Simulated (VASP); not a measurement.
The system is InCo3N.

```
In N Co
1.0
     3.83000    0.00000    0.00000
     0.00000    3.83000    0.00000
     0.00000    0.00000    3.83000
In N Co
1 1 3
Direct
  0.00000 0.00000 0.00000
  0.50000 0.50000 0.50000
  0.50000 0.50000 0.00000
  0.00000 0.50000 0.50000
  0.50000 0.00000 0.50000
```

```yaml
Program: VASP 6.6.1
Task: relaxation of cell and atoms
Functional: PBEsol
Potentials_or_basis: VASP PAW PBE potentials, release 64 (In_d, N, Co)
Cutoff: 600 eV
k_mesh: 5 × 5 × 5
Occupations: gaussian, width 0.05 eV
Spin: collinear spin, ferromagnetic start
Starting_moments: "[0.0, 0.0, 2.5, 2.5, 2.5] μB"
```

At the start: pressure -6.7 GPa; volume 11.24 Å³/atom.

Q: Where does the relaxation end?

A: Over 3 steps the energy falls by 7.7 meV/atom and the volume is 10.87 Å³/atom (-3.2 %); space group Pm-3m (No. 221, to 0.05 Å); moment 2.33 μB per cell.

Step by step:
| step | energy change (eV) | largest force (eV/Å) | pressure (GPa) | volume (Å³) |
| --- | --- | --- | --- | --- |
| 1 | 0.0000 | 0.0000 | -6.66 | 56.18 |
| 2 | 0.0101 | 0.0000 | 8.77 | 52.47 |
| 3 | -0.0386 | 0.0000 | -0.14 | 54.37 |

Final structure:
```yaml
crystal:
  lattice:
    - [3.78832, 0.00000, 0.00000]
    - [0.00000, 3.78832, 0.00000]
    - [0.00000, 0.00000, 3.78832]
  atoms:
    - { symbol: In, position: [0.00000, 0.00000, 0.00000] }
    - { symbol: N, position: [0.50000, 0.50000, 0.50000] }
    - { symbol: Co, position: [0.50000, 0.50000, 0.00000] }
    - { symbol: Co, position: [0.00000, 0.50000, 0.50000] }
    - { symbol: Co, position: [0.50000, 0.00000, 0.50000] }
```

Caveat: the PAW data sets were made with another functional, which shifts forces and pressure a little.
